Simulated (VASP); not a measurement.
Set up this calculation in VASP 6.6.1, as the native input.

```yaml
Task: single point
Functional: LDA
Potentials_or_basis: VASP PAW LDA potentials, release 64 (Sn_d, Te)
Cutoff: 520 eV
k_mesh: 10 × 10 × 10
Occupations: gaussian, width 0.03 eV
Spin: no spin polarisation
Dipole_correction: no
Further_INCAR_settings: ALGO = Normal; EDIFF = 1e-07; NBANDS = 17
```

The structure of SnTe lies in POSCAR:

```
SnTe
1.0
    1.6702104735      4.1755261838      4.1755261838
    4.1755261838      1.6702104735      4.1755261838
    4.1755261838      4.1755261838      1.6702104735
Sn Te
1 1
Direct
    0.0000000000      0.0000000000      0.0000000000
    0.5000000000      0.5000000000      0.5000000000
```

This cell differs from its parent crystal: ratio of the length along [111] to the lengths across it x 2.0, volume and fractional coordinates fixed.

These files were run (other wordings do the same):

INCAR

```
PREC = Accurate
ENCUT = 520
EDIFF = 1E-7
ISMEAR = 0
SIGMA = 0.03
LREAL = F
LASPH = T
NELM = 80
ALGO = Normal
ISIF = 2
LWAVE = F
LCHARG = T
LELF = T
LVHAR = T
NBANDS = 17
```

KPOINTS

```
Automatic mesh
0
Gamma
  10 10 10
```

Potentials or basis: VASP PAW LDA potentials, release 64 (Sn_d, Te).

The run is started by

```bash
$ cat potpaw_LDA.64/Sn_d/POTCAR potpaw_LDA.64/Te/POTCAR > POTCAR
$ mpirun -np 1 vasp_std > vasp.out
```

Results of the run:

| Property | Result |
| --- | --- |
| Pressure | -6.4 GPa |
| Band gap on the k mesh | zero (bands 10 and 11 overlap by 3.64 eV) |

Caveat: the cell stands under tension; spin-orbit coupling is left out, which moves the levels of the heavy elements.

Wall time 7 min on 1 thread of Intel Xeon 8259CL, on a shared host, peak memory 0.34 GiB.
